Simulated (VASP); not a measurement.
AlN, 2 atoms in the cell. It takes space group F-43m (No. 216, cubic). The conventional cell has a = 4.330 Å, b = 4.330 Å, c = 4.330 Å, α = 90.00°, β = 90.00°, γ = 90.00°. Within 2.5 Å of Al (site symmetry -43m) lie 4 N at 1.87 Å. Within 2.5 Å of N (site symmetry -43m) lie 4 Al at 1.87 Å. 

* Program: VASP 6.6.1
* Task: single point
* Functional: PBEsol
* Potentials or basis: VASP PAW PBE potentials, release 64 (Al, N)
* Cutoff: 520 eV
* k mesh: 10 × 10 × 10
* Occupations: gaussian, width 0.01 eV
* Spin: no spin polarisation
* Dipole correction: no
* Further INCAR settings: ALGO = Normal; EDIFF = 1e-06; NBANDS = 11

Potentials or basis: VASP PAW PBE potentials, release 64 (Al, N).

Launch:

```bash
$ cat potpaw_PBE.64/Al/POTCAR potpaw_PBE.64/N/POTCAR > POTCAR
$ mpirun -np 1 vasp_std > vasp.out
```

Hardware: 1 thread of Intel(R) Xeon(R) Platinum 8559C (Emerald Rapids), with other jobs on the host.

Task: Estimate the wall time of this run.

Result: Wall time 4.5 s on 1 thread of Intel(R) Xeon(R) Platinum 8559C (Emerald Rapids), on a shared host, peak memory 0.13 GiB. Counts: scf iterations 12, k points 47.
